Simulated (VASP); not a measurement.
# TiAl3 (I4/mmm) in VASP: single point with PBE

Aim: the single point of TiAl3 with PBE.

Program: VASP 6.6.1. These are calculated values, not measurements. Logs are shortened: lines on timing, memory, paths and dates and some standing lists are left out, and cuts for length are marked.

## Step 1: The cell of the first run

It takes space group I4/mmm (No. 139, tetragonal). Conventional cell: a = 3.845 Å, b = 3.845 Å, c = 8.624 Å, α = 90.00°, β = 90.00°, γ = 90.00°. Ti (site symmetry 4/mmm) has 12 Al at 2.72 to 2.89 Å within 3.6 Å. Within 3.6 Å of Al (site symmetry 4/mmm) lie 4 Ti at 2.72 Å and 8 Al at 2.89 Å. Al (site symmetry -4m2) has 8 Al at 2.72 to 2.89 Å and 4 Ti at 2.89 Å within 3.6 Å.

## Step 2: Single point, PBE

File INCAR:

```
SYSTEM = TiAl3
PREC = Accurate
ENCUT = 520
EDIFF = 1E-6
ISMEAR = 1
SIGMA = 0.1
LREAL = Auto
LASPH = .TRUE.
NELM = 60
ALGO = Normal
ISIF = 2
LWAVE = .FALSE.
LCHARG = .FALSE.
GGA = PE
NBANDS = 56
```

File KPOINTS:

```
regular mesh
0
G
  6 6 4
  0 0 0
```

File POSCAR:

```
TiAl3
1.0
    3.8447514417      3.8447514417      0.0000000000
   -3.8447514417      3.8447514417      0.0000000000
    0.0000000000      0.0000000000      8.6237151269
Ti Al
4 12
Direct
    0.0000000000      0.0000000000      0.0000000000
    0.0000000000      0.5000000000      0.5000000000
    0.5000000000      0.0000000000      0.5000000000
    0.5000000000      0.5000000000      0.0000000000
    0.0000000000      0.0000000000      0.5000000000
    0.0000000000      0.5000000000      0.0000000000
    0.5000000000      0.0000000000      0.0000000000
    0.5000000000      0.5000000000      0.5000000000
    0.2500000000      0.2500000000      0.2500000000
    0.2500000000      0.7500000000      0.7500000000
    0.7500000000      0.2500000000      0.7500000000
    0.7500000000      0.7500000000      0.2500000000
    0.2500000000      0.2500000000      0.7500000000
    0.2500000000      0.7500000000      0.2500000000
    0.7500000000      0.2500000000      0.2500000000
    0.7500000000      0.7500000000      0.7500000000
```

Potentials or basis: VASP PAW PBE potentials, release 64 (Ti_sv, Al).

Started as:

```sh
$ cat potpaw_PBE.64/Ti_sv/POTCAR potpaw_PBE.64/Al/POTCAR > POTCAR
$ mpirun -np 1 vasp_std > vasp.out
```

OUTCAR:

```text
SYSTEM = TiAl3
   PREC = Accurate
   ENCUT = 520
   EDIFF = 1E-6
   ISMEAR = 1
   LREAL = Auto
   LASPH = .TRUE.
   NELM = 60
   ISIF = 2
   GGA = PE

 ion  position               nearest neighbor table
   1  0.000  0.000  0.000-   6 2.72   7 2.72   6 2.72   7 2.72  11 2.89  12 2.89  13 2.89  14 2.89
                            15 2.89  16 2.89   9 2.89  10 2.89
   2  0.000  0.500  0.500-   5 2.72   8 2.72   5 2.72   8 2.72  11 2.89  12 2.89  13 2.89  14 2.89
                            15 2.89  16 2.89   9 2.89  10 2.89
   3  0.500  0.000  0.500-   5 2.72   8 2.72   8 2.72   5 2.72  11 2.89  12 2.89  13 2.89  14 2.89
                            15 2.89  16 2.89   9 2.89  10 2.89
   4  0.500  0.500  0.000-   6 2.72   7 2.72   7 2.72   6 2.72  11 2.89  12 2.89  13 2.89  14 2.89
                            15 2.89  16 2.89   9 2.89  10 2.89
   5  0.000  0.000  0.500-   2 2.72   3 2.72   2 2.72   3 2.72  11 2.89  12 2.89  13 2.89  14 2.89
                            15 2.89  16 2.89   9 2.89  10 2.89
   6  0.000  0.500  0.000-   1 2.72   4 2.72   1 2.72   4 2.72  11 2.89  12 2.89  13 2.89  14 2.89
                            15 2.89  16 2.89   9 2.89  10 2.89
   7  0.500  0.000  0.000-   1 2.72   4 2.72   4 2.72   1 2.72  11 2.89  12 2.89  13 2.89  14 2.89
                            15 2.89  16 2.89   9 2.89  10 2.89
   8  0.500  0.500  0.500-   2 2.72   3 2.72   3 2.72   2 2.72  11 2.89  12 2.89  13 2.89  14 2.89
                            15 2.89  16 2.89   9 2.89  10 2.89
   9  0.250  0.250  0.250-  14 2.72  15 2.72  14 2.72  15 2.72   5 2.89   6 2.89   7 2.89   8 2.89
                             1 2.89   2 2.89   3 2.89   4 2.89
  10  0.250  0.750  0.750-  13 2.72  16 2.72  13 2.72  16 2.72   5 2.89   6 2.89   7 2.89   8 2.89
                             1 2.89   2 2.89   3 2.89   4 2.89
  11  0.750  0.250  0.750-  13 2.72  16 2.72  16 2.72  13 2.72   5 2.89   6 2.89   7 2.89   8 2.89
                             1 2.89   2 2.89   3 2.89   4 2.89
  12  0.750  0.750  0.250-  14 2.72  15 2.72  15 2.72  14 2.72   5 2.89   6 2.89   7 2.89   8 2.89
                             1 2.89   2 2.89   3 2.89   4 2.89
  13  0.250  0.250  0.750-  10 2.72  11 2.72  10 2.72  11 2.72   5 2.89   6 2.89   7 2.89   8 2.89
                             1 2.89   2 2.89   3 2.89   4 2.89
  14  0.250  0.750  0.250-   9 2.72  12 2.72   9 2.72  12 2.72   5 2.89   6 2.89   7 2.89   8 2.89
                             1 2.89   2 2.89   3 2.89   4 2.89
  15  0.750  0.250  0.250-   9 2.72  12 2.72  12 2.72   9 2.72   5 2.89   6 2.89   7 2.89   8 2.89
                             1 2.89   2 2.89   3 2.89   4 2.89
  16  0.750  0.750  0.750-  10 2.72  11 2.72  11 2.72  10 2.72   5 2.89   6 2.89   7 2.89   8 2.89
                             1 2.89   2 2.89   3 2.89   4 2.89

  LATTYP: Found a simple tetragonal cell.
 ALAT       =     5.4372996328
 C/A-ratio  =     1.5860290419

  Lattice vectors:

 A1 = (   3.8447514417,   3.8447514417,   0.0000000000)
 A2 = (  -3.8447514417,   3.8447514417,   0.0000000000)
 A3 = (   0.0000000000,   0.0000000000,   8.6237151269)

Analysis of symmetry for initial positions (statically):
=====================================================================
 Subroutine PRICEL returns following result:
[... 168 lines left out ...]
     AMIX     =   0.40;   BMIX     =  1.00
     AMIX_MAG =   1.60;   BMIX_MAG =  1.00
  volume/ion in A,a.u.               =      15.93       107.53
  Fermi-wavevector in a.u.,A,eV,Ry     =   1.130701  2.136714 17.394828  1.278484
  Thomas-Fermi vector in A             =   2.267398
   LORBIT       =      0    0 simple, 1 ext, 2 COOP (PROOUT), +10 PAW based schemes
   GGA     = PE    functional components
   LHFCALC =     F    Hartree Fock is set to
   AEXX    =    0.0000 exact exchange contribution
   IVDW    =     0    specifies the selected vdW correction
   LEPSILON=     F    determine dielectric tensor
   LRPA    =     F    only Hartree local field effects (RPA)
 non-spin polarized calculation
 Methfessel and Paxton  Order N= 1 SIGMA  =   0.10
  energy-cutoff  :      520.00
  volume of cell :      254.95
 maximum number of plane-waves:      6900
   NGX = 21   NGY = 21   NGZ = 33

 number of electron      84.0000023 magnetization

 Free energy of the ion-electron system (eV)
  ---------------------------------------------------
  ext. energy  EPLUGINS =         0.00000000
  ---------------------------------------------------
  free energy    TOTEN  =       -82.68772785 eV

  energy without entropy =      -82.68961291  energy(sigma->0) =      -82.68835620

 E-fermi :   8.1781     XC(G=0): -10.7185

 val. band max:        8.1264678219   @ k =   0.3333   0.1667   0.2500
 cond. band min:       8.1916430357   @ k =   0.3333   0.1667   0.0000
 fundamental gap:      0.0651752138
 Fermi energy:         8.1780731192

 k-point     1 :       0.0000    0.0000    0.0000
  band No.  band energies     occupation
      1     -48.3392      2.00000
      2     -48.3391      2.00000
      3     -48.3369      2.00000
      4     -48.3369      2.00000
      5     -24.6779      2.00000
      6     -24.6779      2.00000
[... 1357 lines left out ...]
     53      10.7493      0.00000
     54      10.7493      0.00000

 [... further k-points ...]

 [bands above 54 left out]

------------------------ aborting loop because EDIFF is reached ----------------------------------------

  FORCE on cell =-STRESS in cart. coord.  units (eV):
  Direction    XX          YY          ZZ          XY          YZ          ZX
  --------------------------------------------------------------------------------------
  -------------------------------------------------------------------------------------
  Total        0.0633116      0.0633116      0.3127424      0.0000000      0.0000000     -0.0000000
  in kB        0.3978627      0.3978627      1.9653340      0.0000000      0.0000000     -0.0000000
  external PRESSURE =       0.9203531 kB  Pullay stress =       0.0000000 kB

 VOLUME and BASIS-vectors are now :
 -----------------------------------------------------------------------------
  energy-cutoff  :      520.00
  volume of cell :      254.95
      direct lattice vectors                 reciprocal lattice vectors
     3.844751442  3.844751442  0.000000000     0.130047419  0.130047419  0.000000000
    -3.844751442  3.844751442  0.000000000    -0.130047419  0.130047419  0.000000000
     0.000000000  0.000000000  8.623715127     0.000000000  0.000000000  0.115959304

 POSITION                                       TOTAL-FORCE (eV/Angst)
 -----------------------------------------------------------------------------------
      0.00000      0.00000      0.00000        -0.000000     -0.000000     -0.000000
     -1.92238      1.92238      4.31186         0.000000      0.000000     -0.000000
      1.92238      1.92238      4.31186        -0.000000     -0.000000     -0.000000
      0.00000      3.84475      0.00000         0.000000     -0.000000     -0.000000
      0.00000      0.00000      4.31186         0.000000     -0.000000      0.000000
     -1.92238      1.92238      0.00000         0.000000     -0.000000      0.000000
[... 8 lines left out ...]
      1.92238      3.84475      2.15593         0.000000     -0.000000      0.000000
      0.00000      5.76713      6.46779         0.000000      0.000000     -0.000000
 -----------------------------------------------------------------------------------
    total drift:                                0.000000     -0.000000     -0.000000

  FREE ENERGIE OF THE ION-ELECTRON SYSTEM (eV)
  ---------------------------------------------------
  free  energy   TOTEN  =       -82.6877278479 eV

  energy  without entropy=      -82.6896129087  energy(sigma->0) =      -82.68835620
```

OSZICAR:

```text
N       E                     dE             d eps       ncg     rms          rms(c)
DAV:   1     0.760455695721E+03    0.76046E+03   -0.36288E+04  3368   0.146E+03
DAV:   2     0.912671410256E+01   -0.75133E+03   -0.72996E+03  3360   0.423E+02
DAV:   3    -0.802846298392E+02   -0.89411E+02   -0.86778E+02  5064   0.128E+02
DAV:   4    -0.903470692960E+02   -0.10062E+02   -0.99607E+01  5312   0.351E+01
DAV:   5    -0.908750128405E+02   -0.52794E+00   -0.52743E+00  4824   0.732E+00    0.218E+01
DAV:   6    -0.855166045261E+02    0.53584E+01   -0.10264E+02  4752   0.448E+01    0.133E+01
DAV:   7    -0.830903441377E+02    0.24263E+01   -0.42600E+01  4416   0.284E+01    0.611E+00
DAV:   8    -0.827308377761E+02    0.35951E+00   -0.39650E+00  4432   0.100E+01    0.174E+00
DAV:   9    -0.826878681902E+02    0.42970E-01   -0.35378E-01  4688   0.280E+00    0.809E-01
DAV:  10    -0.826894731469E+02   -0.16050E-02   -0.76441E-02  4752   0.115E+00    0.352E-01
DAV:  11    -0.826883860588E+02    0.10871E-02   -0.30388E-02  4544   0.756E-01    0.160E-01
DAV:  12    -0.826877261144E+02    0.65994E-03   -0.34939E-03  4400   0.275E-01    0.356E-02
DAV:  13    -0.826877276915E+02   -0.15771E-05   -0.16448E-04  4760   0.482E-02    0.171E-02
DAV:  14    -0.826877278479E+02   -0.15633E-06   -0.67588E-06  4072   0.117E-02
   1 F= -.82687728E+02 E0= -.82688356E+02  d E =0.188506E-02
```

stdout:

```text
POSCAR found type information on POSCAR TiAl
 POSCAR found :  2 types and      16 ions
 scaLAPACK will be used
 LDA part: xc-table for (Slater+PW92), standard interpolation
 POSCAR, INCAR and KPOINTS ok, starting setup
 FFT: planning ... GRIDC
 FFT: planning ... GRID_SOFT
 FFT: planning ... GRID
 WAVECAR not read
 entering main loop
```

Run time: 9.6 min. Hardware: 1 thread of AMD EPYC 7R43 (Zen 3), shared host; peak memory 0.41 GiB.

Results:

```yaml
Free_energy: -82.6877 eV
Pressure: 0.1 GPa
Band_gap_on_the_k_mesh: zero (bands 42 and 43 overlap by 0.82 eV)
```
